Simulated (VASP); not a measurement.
# SiC in VASP: further runs

The runs below take SiC through single point, with PBE.

Everything below comes from runs of VASP 6.6.1. Logs are shortened: lines on timing, memory, paths and dates and some standing lists are left out, and cuts for length are marked.

## (1) The cell of the first run

The structure is trigonal, space group P3m1 (No. 156). The conventional cell has a = 3.076 Å, b = 3.076 Å, c = 5.048 Å, α = 90.00°, β = 90.00°, γ = 120.00°. Si (site symmetry 3m) has 4 C at 1.84 to 2.04 Å within 2.4 Å. Within 2.5 Å of Si (site symmetry 3m) lie 4 C at 1.87 to 1.94 Å. C (site symmetry 3m) has 4 Si at 1.87 to 2.04 Å within 2.5 Å. Within 2.4 Å of C (site symmetry 3m) lie 4 Si at 1.84 to 1.94 Å.

## (2) Single point, PBE (atom 1 (Si) moved by (+0.000, -0.100) A along [1 1 0] and z)

Input file INCAR:

```
SYSTEM = SiC
ALGO = Normal
EDIFF = 1E-6
ENCUT = 520
GGA = PE
ISIF = 2
ISMEAR = 0
LASPH = .TRUE.
LCHARG = .FALSE.
LREAL = .FALSE.
LWAVE = .FALSE.
NBANDS = 16
NELM = 80
PREC = Accurate
SIGMA = 0.05
```

Input file KPOINTS:

```
k-points
0
G
  6 6 4
  0 0 0
```

Input file POSCAR:

```
SiC
1.0
    3.0759982064      0.0000000000      0.0000000000
   -1.5379991032      2.6638925888      0.0000000000
    0.0000000000      0.0000000000      5.0480000000
Si C
2 2
Direct
    0.3333333333      0.6666666667     -0.0198098257
    0.6666666667      0.3333333333      0.5000000000
    0.3333333333      0.6666666667      0.3850000000
    0.6666666667      0.3333333333      0.8850000000
```

Potentials or basis: VASP PAW PBE potentials, release 64 (Si, C).

The run is started by

```bash
$ cat potpaw_PBE.64/Si/POTCAR potpaw_PBE.64/C/POTCAR > POTCAR
$ mpirun -np 1 vasp_std > vasp.out
```

OUTCAR:

```text
SYSTEM = SiC
   EDIFF = 1E-6
   ENCUT = 520
   GGA = PE
   ISIF = 2
   ISMEAR = 0
   LASPH = .TRUE.
   LREAL = .FALSE.
   NELM = 80
   PREC = Accurate

 ion  position               nearest neighbor table
   1  0.333  0.667  0.980-   4 1.84   4 1.84   4 1.84   3 2.04   2 3.00   2 3.00   2 3.00
   2  0.667  0.333  0.500-   3 1.87   3 1.87   3 1.87   4 1.94   1 3.00   1 3.00   1 3.00
   3  0.333  0.667  0.385-   2 1.87   2 1.87   2 1.87   1 2.04
   4  0.667  0.333  0.885-   1 1.84   1 1.84   1 1.84   2 1.94

  LATTYP: Found a hexagonal cell.
 ALAT       =     3.0759982064
 C/A-ratio  =     1.6410932846

  Lattice vectors:

 A1 = (   3.0759982064,   0.0000000000,   0.0000000000)
 A2 = (  -1.5379991032,   2.6638925888,   0.0000000000)
 A3 = (   0.0000000000,   0.0000000000,   5.0480000000)

Analysis of symmetry for initial positions (statically):
=====================================================================
 Subroutine PRICEL returns:
 Original cell was already a primitive cell.

 Routine SETGRP: Setting up the symmetry group for a
 hexagonal supercell.

 Subroutine GETGRP returns: Found  6 space group operations
 (whereof  6 operations were pure point group operations)
 out of a pool of 24 trial point group operations.

The static configuration has the point symmetry C_3v.

Analysis of symmetry for dynamics (positions and initial velocities):
=====================================================================
 Subroutine PRICEL returns:
 Original cell was already a primitive cell.

 Routine SETGRP: Setting up the symmetry group for a
 hexagonal supercell.

 Subroutine GETGRP returns: Found  6 space group operations
 (whereof  6 operations were pure point group operations)
 out of a pool of 24 trial point group operations.

The dynamic configuration has the point symmetry C_3v.

 Subroutine INISYM returns: Found  6 space group operations
 (whereof  6 operations are pure point group operations),
 and found     1 'primitive' translations

----------------------------------------------------------------------------------------

                                     Primitive cell

  volume of cell :      41.3640

  direct lattice vectors                    reciprocal lattice vectors
     3.075998206  0.000000000  0.000000000     0.325097719  0.187695255  0.000000000
    -1.537999103  2.663892589  0.000000000     0.000000000  0.375390511  0.000000000
     0.000000000  0.000000000  5.048000000     0.000000000  0.000000000  0.198098257

  length of vectors
     3.075998206  3.075998206  5.048000000     0.375390511  0.375390511  0.198098257

  position of ions in fractional coordinates (direct lattice)
     0.333333333  0.666666667  0.980190174
     0.666666667  0.333333333  0.500000000
     0.333333333  0.666666667  0.385000000
     0.666666667  0.333333333  0.885000000

  ion indices of the primitive-cell ions
   primitive index   ion index
                 1           1
                 2           2
                 3           3
                 4           4

----------------------------------------------------------------------------------------

 KPOINTS: k-points

Automatic generation of k-mesh.
 Grid dimensions read from file:
 generate k-points for:    6    6    4

 Generating k-lattice:

  Cartesian coordinates                     Fractional coordinates (reciprocal lattice)
     0.054182953  0.031282543  0.000000000     0.166666667 -0.000000000  0.000000000
     0.000000000  0.062565085  0.000000000     0.000000000  0.166666667  0.000000000
     0.000000000  0.000000000  0.049524564     0.000000000  0.000000000  0.250000000

  Length of vectors
     0.062565085  0.062565085  0.049524564

  Shift w.r.t. Gamma in fractional coordinates (k-lattice)
     0.000000000  0.000000000  0.000000000

 Subroutine IBZKPT returns following result:
 ===========================================

 Found     24 irreducible k-points:

 Following reciprocal coordinates:
            Coordinates               Weight
  0.000000  0.000000  0.000000      1.000000
  0.166667 -0.000000  0.000000      6.000000
  0.333333 -0.000000  0.000000      6.000000
  0.500000  0.000000  0.000000      3.000000
  0.166667  0.166667  0.000000      6.000000
  0.333333  0.166667  0.000000     12.000000
[... 16 lines left out ...]
  0.333333  0.166667  0.500000     12.000000
  0.333333  0.333333  0.500000      2.000000
   k-points           NKPTS =     24   k-points in BZ     NKDIM =     24   number of bands    NBANDS=     16
   number of dos      NEDOS =    301   number of ions     NIONS =      4
   total plane-waves  NPLWV =  23040
   dimension x,y,z NGX =    24 NGY =   24 NGZ =   40
   dimension x,y,z NGXF=    48 NGYF=   48 NGZF=   80
   ions per type =               2   2
   NGX,Y,Z   is equivalent  to a cutoff of  12.97, 12.97, 13.17 a.u.
   NGXF,Y,Z  is equivalent  to a cutoff of  25.94, 25.94, 26.35 a.u.
 SYSTEM =  SiC
   PREC   = accura    normal or accurate (medium, high low for compatibility)
   ISTART =      0    job   : 0-new  1-cont  2-samecut
   ICHARG =      2    charge: 1-file 2-atom 10-const
   ISPIN  =      1    spin polarized calculation?
   LNONCOLLINEAR =      F non collinear calculations
   LSORBIT =      F    spin-orbit coupling
   LASPH  =      T    aspherical Exc in radial PAW
   ENCUT  =  520.0 eV  38.22 Ry    6.18 a.u.   5.72  5.72  9.39*2*pi/ulx,y,z
   NELM   =     80;   NELMIN=  2; NELMDL= -5     # of ELM steps
   EDIFF  = 0.1E-05   stopping-criterion for ELM
   LREAL  =      F    real-space projection
   EDIFFG = 0.1E-04   stopping-criterion for IOM
   NSW    =      0    number of steps for IOM
   IBRION =     -1    ionic relax: 0-MD 1-quasi-New 2-CG
   NFREE  =      0    steps in history (QN), initial steepest desc. (CG)
   ISIF   =      2    stress and relaxation
   ISYM   =      2    0-nonsym 1-usesym 2-fastsym
   POTIM  = 0.5000    time-step for ionic-motion
   TEBEG  =    0.0;   TEEND  =   0.0 temperature during run
   PSTRESS=    0.0 pullay stress
   NELECT =      16.0000    total number of electrons
   NUPDOWN=      -1.0000    fix difference up-down
   EMIN   =  10.00;   EMAX   =-10.00  energy-range for DOS
   EFERMI =   0.00;   METHOD = LEGACY
   ISMEAR =     0;   SIGMA  =   0.05  broadening in eV -4-tet -1-fermi 0-gaus
   EFERMI_NEDOS =   21; number of points for ismear=-14 and -15
   IALGO  =     38    algorithm
   IMIX   =      4    mixing-type and parameters
     AMIX     =   0.40;   BMIX     =  1.00
     AMIX_MAG =   1.60;   BMIX_MAG =  1.00
  volume/ion in A,a.u.               =      10.34        69.78
  Fermi-wavevector in a.u.,A,eV,Ry     =   1.192818  2.254099 19.358564  1.422814
  Thomas-Fermi vector in A             =   2.328847
   LORBIT       =      0    0 simple, 1 ext, 2 COOP (PROOUT), +10 PAW based schemes
   GGA     = PE    functional components
   LHFCALC =     F    Hartree Fock is set to
   AEXX    =    0.0000 exact exchange contribution
   IVDW    =     0    specifies the selected vdW correction
   LEPSILON=     F    determine dielectric tensor
   LRPA    =     F    only Hartree local field effects (RPA)
 non-spin polarized calculation
 Gauss-broadening in eV      SIGMA  =   0.05
  energy-cutoff  :      520.00
  volume of cell :       41.36
 maximum number of plane-waves:      1132
 NGX is ok and might be reduce to    24
   NGX = 11   NGY = 11   NGZ = 19

 number of electron      16.0000000 magnetization

 Free energy of the ion-electron system (eV)
  ---------------------------------------------------
  ext. energy  EPLUGINS =         0.00000000
  ---------------------------------------------------
  free energy    TOTEN  =       -29.87864481 eV

  energy without entropy =      -29.87864481  energy(sigma->0) =      -29.87864481

 E-fermi :   8.9435     XC(G=0): -11.3453

 val. band max:        8.6799037504   @ k =   0.0000   0.0000   0.0000
 cond. band min:      10.9202957150   @ k =   0.5000   0.0000   0.0000
 fundamental gap:      2.2403919646
 Fermi energy:         8.9434925209

 k-point     1 :       0.0000    0.0000    0.0000
  band No.  band energies     occupation
      1      -7.3744      2.00000
      2      -3.8581      2.00000
      3      -0.1301      2.00000
      4       6.6316      2.00000
      5       6.6316      2.00000
      6       8.1100      2.00000
[... 8 lines left out ...]
     15      17.0100      0.00000
     16      19.8729      0.00000

 k-point     2 :       0.1667   -0.0000    0.0000
  band No.  band energies     occupation
      1      -6.8953      2.00000
      2      -3.4477      2.00000
      3       0.3142      2.00000
      4       4.5362      2.00000
      5       5.9865      2.00000
      6       6.5206      2.00000
[... 8 lines left out ...]
     15      17.8114      0.00000
     16      18.0059      0.00000

 k-point     3 :       0.3333   -0.0000    0.0000
  band No.  band energies     occupation
      1      -5.5261      2.00000
      2      -2.4459      2.00000
      3       0.9294      2.00000
      4       2.0461      2.00000
      5       3.7243      2.00000
      6       5.0709      2.00000
[... 8 lines left out ...]
     15      18.9723      0.00000
     16      20.1151      0.00000

 k-point     4 :       0.5000    0.0000    0.0000
  band No.  band energies     occupation
      1      -4.0625      2.00000
      2      -2.5076      2.00000
      3       0.3027      2.00000
      4       1.7907      2.00000
      5       3.1340      2.00000
      6       4.7088      2.00000
[... 8 lines left out ...]
     15      18.5106      0.00000
     16      20.4851      0.00000
[... 324 lines left out ...]
 k-point    22 :       0.1667    0.1667    0.5000
  band No.  band energies     occupation
      1      -5.1467      2.00000
      2      -4.4410      2.00000
      3       2.6151      2.00000
      4       3.1725      2.00000
      5       4.8842      2.00000
      6       5.3178      2.00000
[... 8 lines left out ...]
     15      18.6038      0.00000
     16      18.6906      0.00000

 k-point    23 :       0.3333    0.1667    0.5000
  band No.  band energies     occupation
      1      -3.6639      2.00000
      2      -2.9389      2.00000
      3       0.3802      2.00000
      4       0.9949      2.00000
      5       3.6888      2.00000
      6       4.3649      2.00000
[... 8 lines left out ...]
     15      19.6554      0.00000
     16      20.0459      0.00000

 k-point    24 :       0.3333    0.3333    0.5000
  band No.  band energies     occupation
      1      -2.8855      2.00000
      2      -2.1437      2.00000
      3       0.1538      2.00000
      4       0.7007      2.00000
      5       2.1215      2.00000
      6       2.8278      2.00000
[... 8 lines left out ...]
     15      19.4680      0.00000
     16      19.9384      0.00000

------------------------ aborting loop because EDIFF is reached ----------------------------------------

  FORCE on cell =-STRESS in cart. coord.  units (eV):
  Direction    XX          YY          ZZ          XY          YZ          ZX
  --------------------------------------------------------------------------------------
  -------------------------------------------------------------------------------------
  Total        1.9551819      1.9551819     -0.3448839      0.0000000      0.0000000      0.0000000
  in kB       75.7313359     75.7313359    -13.3586139      0.0000000      0.0000000      0.0000000
  external PRESSURE =      46.0346860 kB  Pullay stress =       0.0000000 kB

 VOLUME and BASIS-vectors are now :
 -----------------------------------------------------------------------------
  energy-cutoff  :      520.00
  volume of cell :       41.36
      direct lattice vectors                 reciprocal lattice vectors
     3.075998206  0.000000000  0.000000000     0.325097719  0.187695255  0.000000000
    -1.537999103  2.663892589  0.000000000     0.000000000  0.375390511  0.000000000
     0.000000000  0.000000000  5.048000000     0.000000000  0.000000000  0.198098257

 POSITION                                       TOTAL-FORCE (eV/Angst)
 -----------------------------------------------------------------------------------
     -0.00000      1.77593      4.94800         0.000000     -0.000000      2.708520
      1.53800      0.88796      2.52400         0.000000     -0.000000     -0.134947
     -0.00000      1.77593      1.94348        -0.000000      0.000000     -1.091787
      1.53800      0.88796      4.46748         0.000000      0.000000     -1.481786
 -----------------------------------------------------------------------------------
    total drift:                                0.000000      0.000000      0.000168

  FREE ENERGIE OF THE ION-ELECTRON SYSTEM (eV)
  ---------------------------------------------------
  free  energy   TOTEN  =       -29.8786448081 eV

  energy  without entropy=      -29.8786448081  energy(sigma->0) =      -29.87864481
```

Wall time 10 s (1 thread of AMD EPYC 7R43 (Zen 3), shared host); peak memory 0.12 GiB.

Results:

```yaml
Free_energy: -29.8786 eV
Pressure: 4.6 GPa
Largest_force: 2.709 eV/Å
Band_gap_on_the_k_mesh: 2.24 eV, indirect (least direct gap 4.07 eV)
```

Forces on the atoms (eV/Å):
```
Si   0.000  0.000  2.709
Si   0.000  0.000 -0.135
C    0.000  0.000 -1.092
C    0.000  0.000 -1.482
```

Stress tensor (GPa, compression positive):
```
 7.57  0.00  0.00
 0.00  7.57  0.00
 0.00  0.00 -1.34
```

Caveat: the cell differs from its parent crystal (atom 1 (Si) moved by (+0.000, -0.100) A along [1 1 0] and z); forces of over 1 eV/Å act on the atoms, so gaps and moduli don't describe the material at rest. A k mesh can miss the band edges.

## (3) Single point, PBE (atom 1 (Si) moved by (+0.000, +0.100) A along [1 1 0] and z)

Input file INCAR:

```
SYSTEM = SiC
ALGO = Normal ; EDIFF = 1E-6
ENCUT = 520 ; GGA = PE
ISIF = 2 ; ISMEAR = 0
LASPH = .True. ; LCHARG = .False.
LREAL = .False. ; LWAVE = .False.
NBANDS = 16 ; NELM = 100
PREC = Accurate ; SIGMA = 0.05
```

Input file KPOINTS:

```
k-points
0
Gamma
  6 6 4
  0 0 0
```

Edit POSCAR of step 2 so:

```diff
@@ -8,3 +8,3 @@
 Direct
-    0.3333333333      0.6666666667     -0.0198098257
+    0.3333333333      0.6666666667      0.0198098257
     0.6666666667      0.3333333333      0.5000000000
```

Potentials or basis: VASP PAW PBE potentials, release 64 (Si, C).

The run is started by

```bash
$ cat potpaw_PBE.64/Si/POTCAR potpaw_PBE.64/C/POTCAR > POTCAR
$ mpirun -np 1 vasp_std > vasp.out
```

OUTCAR:

```text
SYSTEM = SiC
   EDIFF = 1E-6
   ENCUT = 520
   GGA = PE
   ISIF = 2
   ISMEAR = 0
   LASPH = .True.
   LREAL = .False.
   NELM = 100
   PREC = Accurate

 ion  position               nearest neighbor table
   1  0.333  0.667  0.020-   3 1.84   4 1.90   4 1.90   4 1.90   2 3.00   2 3.00   2 3.00
   2  0.667  0.333  0.500-   3 1.87   3 1.87   3 1.87   4 1.94   1 3.00   1 3.00   1 3.00
   3  0.333  0.667  0.385-   1 1.84   2 1.87   2 1.87   2 1.87
   4  0.667  0.333  0.885-   1 1.90   1 1.90   1 1.90   2 1.94

  LATTYP: Found a hexagonal cell.
[... 653 lines left out ...]
  Direction    XX          YY          ZZ          XY          YZ          ZX
  --------------------------------------------------------------------------------------
  -------------------------------------------------------------------------------------
  Total        0.9174696      0.9174696      1.0881123     -0.0000000      0.0000000      0.0000000
  in kB       35.5369497     35.5369497     42.1465653     -0.0000000      0.0000000      0.0000000
  external PRESSURE =      37.7401549 kB  Pullay stress =       0.0000000 kB

 VOLUME and BASIS-vectors are now :
 -----------------------------------------------------------------------------
  energy-cutoff  :      520.00
  volume of cell :       41.36
      direct lattice vectors                 reciprocal lattice vectors
     3.075998206  0.000000000  0.000000000     0.325097719  0.187695255  0.000000000
    -1.537999103  2.663892589  0.000000000     0.000000000  0.375390511  0.000000000
     0.000000000  0.000000000  5.048000000     0.000000000  0.000000000  0.198098257

 POSITION                                       TOTAL-FORCE (eV/Angst)
 -----------------------------------------------------------------------------------
     -0.00000      1.77593      0.10000         0.000000     -0.000000     -2.013754
      1.53800      0.88796      2.52400         0.000000     -0.000000      1.645109
     -0.00000      1.77593      1.94348         0.000000      0.000000      0.188072
      1.53800      0.88796      4.46748        -0.000000     -0.000000      0.180573
 -----------------------------------------------------------------------------------
    total drift:                               -0.000000      0.000000      0.000025

  FREE ENERGIE OF THE ION-ELECTRON SYSTEM (eV)
  ---------------------------------------------------
  free  energy   TOTEN  =       -30.0012656784 eV

  energy  without entropy=      -30.0012656784  energy(sigma->0) =      -30.00126568
```

OSZICAR:

```text
N       E                     dE             d eps       ncg     rms          rms(c)
DAV:   1     0.240715389764E+02    0.24072E+02   -0.70361E+03   768   0.888E+02
DAV:   2    -0.313068232171E+02   -0.55378E+02   -0.50270E+02  1112   0.156E+02
DAV:   3    -0.337303932273E+02   -0.24236E+01   -0.24142E+01  1000   0.301E+01
DAV:   4    -0.337477966745E+02   -0.17403E-01   -0.17400E-01   936   0.314E+00
DAV:   5    -0.337479689500E+02   -0.17228E-03   -0.17227E-03   992   0.295E-01    0.125E+01
DAV:   6    -0.300941191622E+02    0.36538E+01   -0.65276E+00   976   0.157E+01    0.565E+00
DAV:   7    -0.300192658311E+02    0.74853E-01   -0.11025E+00  1088   0.617E+00    0.249E+00
DAV:   8    -0.300023663336E+02    0.16899E-01   -0.45629E-02   856   0.138E+00    0.643E-01
DAV:   9    -0.300009269858E+02    0.14393E-02   -0.73130E-03  1072   0.589E-01    0.127E-01
DAV:  10    -0.300012235160E+02   -0.29653E-03   -0.93056E-04   920   0.180E-01    0.616E-02
DAV:  11    -0.300012652909E+02   -0.41775E-04   -0.88482E-05   944   0.679E-02    0.142E-02
DAV:  12    -0.300012656784E+02   -0.38753E-06   -0.52719E-06  1040   0.160E-02
   1 F= -.30001266E+02 E0= -.30001266E+02  d E =-.155543E-12
```

It took 11 s on 1 thread of AMD EPYC 7R43 (Zen 3), shared host; peak memory 0.12 GiB.

What came out:

```
Free energy            : -30.0013 eV
Pressure               : 3.8 GPa
Largest force          : 2.014 eV/Å
Band gap on the k mesh : 2.11 eV, indirect (least direct gap 3.83 eV)
```

Forces on the atoms (eV/Å):
```
Si   0.000  0.000 -2.014
Si   0.000  0.000  1.645
C    0.000  0.000  0.188
C    0.000  0.000  0.181
```

Caveat: the cell differs from its parent crystal (atom 1 (Si) moved by (+0.000, +0.100) A along [1 1 0] and z); forces of over 1 eV/Å act on the atoms, so gaps and moduli don't describe the material at rest.

(Continued in part 2 of 2.)
